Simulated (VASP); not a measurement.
# AlN (Cm) in VASP: notebook

The runs below take AlN through single point, with PBEsol.

Program: VASP 6.6.1. These are calculated values, not measurements. Logs are shortened: lines on timing, memory, paths and dates and some standing lists are left out, and cuts for length are marked.

**1. The cell of the first run**

Symmetry: Cm, No. 8, monoclinic system. Conventional cell: a = 6.190 Å, b = 6.190 Å, c = 4.377 Å, α = 90.00°, β = 90.00°, γ = 90.00°. Al (site symmetry m) has 4 N at 1.69 to 2.28 Å within 2.3 Å. Within 2.5 Å of Al (site symmetry 1) lie 4 N at 1.90 Å. Within 2.5 Å of Al (site symmetry m) lie 4 N at 1.90 Å. Within 2.2 Å of N (site symmetry m) lie 4 Al at 1.69 to 1.90 Å. N (site symmetry 1) has 4 Al at 1.86 to 1.90 Å within 2.5 Å. N (site symmetry m) has 4 Al at 1.90 to 2.28 Å within 2.5 Å.

**2. Single point, PBEsol (atom 1 (Al) moved by -0.378 Å along [1 1 0] and -0.126 Å along [0 0 1])**

INCAR reads:

```
SYSTEM = AlN
PREC = Accurate
ENCUT = 520
EDIFF = 1E-7
ISMEAR = 0
SIGMA = 0.05
LREAL = .FALSE.
LASPH = .TRUE.
NELM = 100
ALGO = Normal
ISIF = 2
LWAVE = .FALSE.
LCHARG = .FALSE.
GGA = PS
NBANDS = 26
```

KPOINTS reads:

```
regular mesh
0
G
  6 6 6
  0 0 0
```

POSCAR reads:

```
AlN
1.0
    4.3771405283      0.0000000000      0.0000000000
    0.0000000000     -4.3771405283      0.0000000000
    0.0000000000      0.0000000000     -4.3771405283
Al N
4 4
Direct
   -0.0610641494      0.0287859161     -0.0610641494
    0.5000000000      0.5000000000      0.0000000000
    0.5000000000      0.0000000000      0.5000000000
    0.0000000000      0.5000000000      0.5000000000
    0.7500000000      0.7500000000      0.7500000000
    0.2500000000      0.2500000000      0.7500000000
    0.2500000000      0.7500000000      0.2500000000
    0.7500000000      0.2500000000      0.2500000000
```

Potentials or basis: VASP PAW PBE potentials, release 64 (Al, N).

Run with:

```sh
cat potpaw_PBE.64/Al/POTCAR potpaw_PBE.64/N/POTCAR > POTCAR
mpirun -np 1 vasp_std > vasp.out
```

OUTCAR:

```text
SYSTEM = AlN
   PREC = Accurate
   ENCUT = 520
   EDIFF = 1E-7
   ISMEAR = 0
   LREAL = .FALSE.
   LASPH = .TRUE.
   NELM = 100
   ISIF = 2
   GGA = PS

 ion  position               nearest neighbor table
   1  0.939  0.029  0.939-   5 1.69   8 1.86   6 1.86   7 2.28   3 2.72   2 2.83   4 2.83   2 3.02
                             4 3.02   3 3.12   3 3.12   4 3.22   2 3.22
   2  0.500  0.500  0.000-   5 1.90   6 1.90   7 1.90   8 1.90   1 2.83   1 3.02   3 3.10   4 3.10
                             3 3.10   4 3.10   3 3.10   3 3.10   4 3.10   4 3.10   1 3.22
   3  0.500  0.000  0.500-   5 1.90   6 1.90   7 1.90   8 1.90   1 2.72   2 3.10   4 3.10   2 3.10
                             2 3.10   4 3.10   2 3.10   4 3.10   4 3.10   1 3.12   1 3.12
   4  0.000  0.500  0.500-   5 1.90   6 1.90   7 1.90   8 1.90   1 2.83   1 3.02   2 3.10   3 3.10
                             2 3.10   3 3.10   2 3.10   3 3.10   2 3.10   3 3.10   1 3.22
   5  0.750  0.750  0.750-   1 1.69   2 1.90   3 1.90   4 1.90
   6  0.250  0.250  0.750-   1 1.86   2 1.90   3 1.90   4 1.90
   7  0.250  0.750  0.250-   2 1.90   3 1.90   4 1.90   1 2.28
   8  0.750  0.250  0.250-   1 1.86   2 1.90   3 1.90   4 1.90

  LATTYP: Found a simple cubic cell.
 ALAT       =     4.3771405283

  Lattice vectors:

 A1 = (   4.3771405283,   0.0000000000,   0.0000000000)
 A2 = (   0.0000000000,  -4.3771405283,   0.0000000000)
 A3 = (   0.0000000000,   0.0000000000,  -4.3771405283)

Analysis of symmetry for initial positions (statically):
=====================================================================
 Subroutine PRICEL returns:
 Original cell was already a primitive cell.

 Routine SETGRP: Setting up the symmetry group for a
 simple cubic supercell.

 Subroutine GETGRP returns: Found  2 space group operations
 (whereof  2 operations were pure point group operations)
 out of a pool of 48 trial point group operations.

The static configuration has the point symmetry C_1h.

Analysis of symmetry for dynamics (positions and initial velocities):
=====================================================================
 Subroutine PRICEL returns:
 Original cell was already a primitive cell.

 Routine SETGRP: Setting up the symmetry group for a
 simple cubic supercell.

 Subroutine GETGRP returns: Found  2 space group operations
 (whereof  2 operations were pure point group operations)
 out of a pool of 48 trial point group operations.

The dynamic configuration has the point symmetry C_1h.

 Subroutine INISYM returns: Found  2 space group operations
 (whereof  2 operations are pure point group operations),
 and found     1 'primitive' translations

----------------------------------------------------------------------------------------

                                     Primitive cell

  volume of cell :      83.8632

  direct lattice vectors                    reciprocal lattice vectors
     4.377140528  0.000000000  0.000000000     0.228459652  0.000000000  0.000000000
     0.000000000 -4.377140528  0.000000000     0.000000000 -0.228459652  0.000000000
     0.000000000  0.000000000 -4.377140528     0.000000000  0.000000000 -0.228459652

  length of vectors
     4.377140528  4.377140528  4.377140528     0.228459652  0.228459652  0.228459652

  position of ions in fractional coordinates (direct lattice)
     0.938935851  0.028785916  0.938935851
     0.500000000  0.500000000  0.000000000
     0.500000000  0.000000000  0.500000000
     0.000000000  0.500000000  0.500000000
     0.750000000  0.750000000  0.750000000
     0.250000000  0.250000000  0.750000000
     0.250000000  0.750000000  0.250000000
     0.750000000  0.250000000  0.250000000

  ion indices of the primitive-cell ions
   primitive index   ion index
                 1           1
                 2           2
                 3           3
                 4           4
                 5           5
                 6           6
                 7           7
                 8           8

----------------------------------------------------------------------------------------

 KPOINTS: regular mesh

Automatic generation of k-mesh.
 Grid dimensions read from file:
 generate k-points for:    6    6    6

 Generating k-lattice:

  Cartesian coordinates                     Fractional coordinates (reciprocal lattice)
     0.038076609  0.000000000  0.000000000     0.166666667  0.000000000  0.000000000
     0.000000000 -0.038076609  0.000000000     0.000000000  0.166666667  0.000000000
     0.000000000  0.000000000 -0.038076609     0.000000000  0.000000000  0.166666667

  Length of vectors
     0.038076609  0.038076609  0.038076609

  Shift w.r.t. Gamma in fractional coordinates (k-lattice)
     0.000000000  0.000000000  0.000000000

 Subroutine IBZKPT returns following result:
 ===========================================

 Found     68 irreducible k-points:

 Following reciprocal coordinates:
            Coordinates               Weight
  0.000000  0.000000  0.000000      1.000000
  0.166667  0.000000  0.000000      4.000000
  0.000000  0.166667  0.000000      2.000000
  0.333333  0.000000  0.000000      4.000000
  0.000000  0.333333  0.000000      2.000000
  0.500000  0.000000  0.000000      2.000000
[... 16 lines left out ...]
 -0.333333  0.333333  0.000000      4.000000
 -0.333333  0.000000  0.333333      2.000000
 [... further k-points ...]
   k-points           NKPTS =     68   k-points in BZ     NKDIM =     68   number of bands    NBANDS=     26
   number of dos      NEDOS =    301   number of ions     NIONS =      8
   total plane-waves  NPLWV =  46656
   dimension x,y,z NGX =    36 NGY =   36 NGZ =   36
   dimension x,y,z NGXF=    72 NGYF=   72 NGZF=   72
   ions per type =               4   4
   NGX,Y,Z   is equivalent  to a cutoff of  13.67, 13.67, 13.67 a.u.
   NGXF,Y,Z  is equivalent  to a cutoff of  27.35, 27.35, 27.35 a.u.
 SYSTEM =  AlN
   PREC   = accura    normal or accurate (medium, high low for compatibility)
   ISTART =      0    job   : 0-new  1-cont  2-samecut
   ICHARG =      2    charge: 1-file 2-atom 10-const
   ISPIN  =      1    spin polarized calculation?
   LNONCOLLINEAR =      F non collinear calculations
   LSORBIT =      F    spin-orbit coupling
   LASPH  =      T    aspherical Exc in radial PAW
   ENCUT  =  520.0 eV  38.22 Ry    6.18 a.u.   8.14  8.14  8.14*2*pi/ulx,y,z
   NELM   =    100;   NELMIN=  2; NELMDL= -5     # of ELM steps
   EDIFF  = 0.1E-06   stopping-criterion for ELM
   LREAL  =      F    real-space projection
   EDIFFG = 0.1E-05   stopping-criterion for IOM
   NSW    =      0    number of steps for IOM
   IBRION =     -1    ionic relax: 0-MD 1-quasi-New 2-CG
   NFREE  =      0    steps in history (QN), initial steepest desc. (CG)
   ISIF   =      2    stress and relaxation
   ISYM   =      2    0-nonsym 1-usesym 2-fastsym
   POTIM  = 0.5000    time-step for ionic-motion
   TEBEG  =    0.0;   TEEND  =   0.0 temperature during run
   PSTRESS=    0.0 pullay stress
   NELECT =      32.0000    total number of electrons
   NUPDOWN=      -1.0000    fix difference up-down
   EMIN   =  10.00;   EMAX   =-10.00  energy-range for DOS
   EFERMI =   0.00;   METHOD = LEGACY
   ISMEAR =     0;   SIGMA  =   0.05  broadening in eV -4-tet -1-fermi 0-gaus
   EFERMI_NEDOS =   21; number of points for ismear=-14 and -15
   IALGO  =     38    algorithm
   IMIX   =      4    mixing-type and parameters
     AMIX     =   0.40;   BMIX     =  1.00
     AMIX_MAG =   1.60;   BMIX_MAG =  1.00
  volume/ion in A,a.u.               =      10.48        70.74
  Fermi-wavevector in a.u.,A,eV,Ry     =   1.187411  2.243881 19.183459  1.409944
  Thomas-Fermi vector in A             =   2.323563
   LORBIT       =      0    0 simple, 1 ext, 2 COOP (PROOUT), +10 PAW based schemes
   GGA     = PS    functional components
   LHFCALC =     F    Hartree Fock is set to
   AEXX    =    0.0000 exact exchange contribution
   IVDW    =     0    specifies the selected vdW correction
   LEPSILON=     F    determine dielectric tensor
   LRPA    =     F    only Hartree local field effects (RPA)
 non-spin polarized calculation
 Gauss-broadening in eV      SIGMA  =   0.05
  energy-cutoff  :      520.00
  volume of cell :       83.86
 maximum number of plane-waves:      2301
 NGX is ok and might be reduce to    36
   NGX = 17   NGY = 17   NGZ = 17

 number of electron      31.9999992 magnetization

 Free energy of the ion-electron system (eV)
  ---------------------------------------------------
  ext. energy  EPLUGINS =         0.00000000
  ---------------------------------------------------
  free energy    TOTEN  =       -61.14824933 eV

  energy without entropy =      -61.14824933  energy(sigma->0) =      -61.14824933

 E-fermi :   6.6713     XC(G=0): -11.0973

 val. band max:        6.4443994556   @ k =   0.5000   0.5000   0.5000
 cond. band min:       7.4521646620   @ k =   0.0000   0.0000   0.0000
 fundamental gap:      1.0077652065
 Fermi energy:         6.6713100776

 k-point     1 :       0.0000    0.0000    0.0000
  band No.  band energies     occupation
      1      -9.2951      2.00000
      2      -6.9683      2.00000
      3      -6.6042      2.00000
      4      -5.6733      2.00000
      5       0.6733      2.00000
      6       0.6734      2.00000
[... 18 lines left out ...]
     25      18.3149      0.00000
     26      18.3336      0.00000

 k-point     2 :       0.1667    0.0000    0.0000
  band No.  band energies     occupation
      1      -9.1703      2.00000
      2      -7.0290      2.00000
      3      -6.7105      2.00000
      4      -5.7197      2.00000
      5       0.8132      2.00000
      6       0.8644      2.00000
[... 18 lines left out ...]
     25      18.3953      0.00000
[... 608 lines left out ...]
     25      16.4317      0.00000
     26      16.8183      0.00000

 k-point    24 :      -0.3333    0.0000    0.3333
  band No.  band energies     occupation
      1      -8.4265      2.00000
      2      -7.2783      2.00000
      3      -7.1876      2.00000
      4      -5.9865      2.00000
      5       0.7469      2.00000
      6       1.5967      2.00000
[... 18 lines left out ...]
     25      16.4428      0.00000
     26      16.7553      0.00000

 [... further k-points ...]

------------------------ aborting loop because EDIFF is reached ----------------------------------------

  FORCE on cell =-STRESS in cart. coord.  units (eV):
  Direction    XX          YY          ZZ          XY          YZ          ZX
  --------------------------------------------------------------------------------------
  -------------------------------------------------------------------------------------
  Total        1.2973815      3.5736866      1.2973815     -1.8442982      1.8442982     -1.1098874
  in kB       24.7860211     68.2740361     24.7860211    -35.2346747     35.2346747    -21.2040124
  external PRESSURE =      39.2820261 kB  Pullay stress =       0.0000000 kB

 VOLUME and BASIS-vectors are now :
 -----------------------------------------------------------------------------
  energy-cutoff  :      520.00
  volume of cell :       83.86
      direct lattice vectors                 reciprocal lattice vectors
     4.377140528  0.000000000  0.000000000     0.228459652  0.000000000  0.000000000
     0.000000000 -4.377140528  0.000000000     0.000000000 -0.228459652  0.000000000
     0.000000000  0.000000000 -4.377140528     0.000000000  0.000000000 -0.228459652

 POSITION                                       TOTAL-FORCE (eV/Angst)
 -----------------------------------------------------------------------------------
      4.10985     -0.12600     -4.10985         4.549616     -0.591324     -4.549616
      2.18857     -2.18857      0.00000        -1.295109     -0.729289     -0.919687
      2.18857      0.00000     -2.18857        -1.408698      0.532421      1.408698
      0.00000     -2.18857     -2.18857         0.919687     -0.729289      1.295109
      3.28286     -3.28286     -3.28286        -1.888914      2.151539      1.888914
      1.09429     -1.09429     -3.28286        -0.156808     -0.220527      0.395264
      1.09429     -3.28286     -1.09429        -0.324510     -0.193005      0.324510
      3.28286     -1.09429     -1.09429        -0.395264     -0.220527      0.156808
 -----------------------------------------------------------------------------------
    total drift:                                0.000030      0.000022     -0.000030

  FREE ENERGIE OF THE ION-ELECTRON SYSTEM (eV)
  ---------------------------------------------------
  free  energy   TOTEN  =       -61.1482493340 eV

  energy  without entropy=      -61.1482493340  energy(sigma->0) =      -61.14824933
```

Run time: 90 s. Hardware: 1 thread of AMD EPYC 9R45 (Zen 5), shared host; peak memory 0.23 GiB.

What came out:

```
Free energy            : -61.1482 eV
Pressure               : 3.9 GPa
Largest force          : 6.461 eV/Å
Band gap on the k mesh : 1.01 eV (least direct gap 1.04 eV)
```

Forces in eV/Å, atoms in the order of the input:
```
Al   4.550 -0.591 -4.550
Al  -1.295 -0.729 -0.920
Al  -1.409  0.532  1.409
Al   0.920 -0.729  1.295
N   -1.889  2.152  1.889
N   -0.157 -0.221  0.395
N   -0.325 -0.193  0.325
N   -0.395 -0.221  0.157
```

Stress tensor (GPa, compression positive):
```
 2.48 -3.52 -2.12
-3.52  6.83  3.52
-2.12  3.52  2.48
```

Caveat: the cell differs from its parent crystal (atom 1 (Al) moved by -0.378 Å along [1 1 0] and -0.126 Å along [0 0 1]); the cell stands under pressure; the PAW data sets were made with another functional, which shifts forces and pressure a little. A k mesh can miss the band edges.

(Continued in part 2 of 2.)
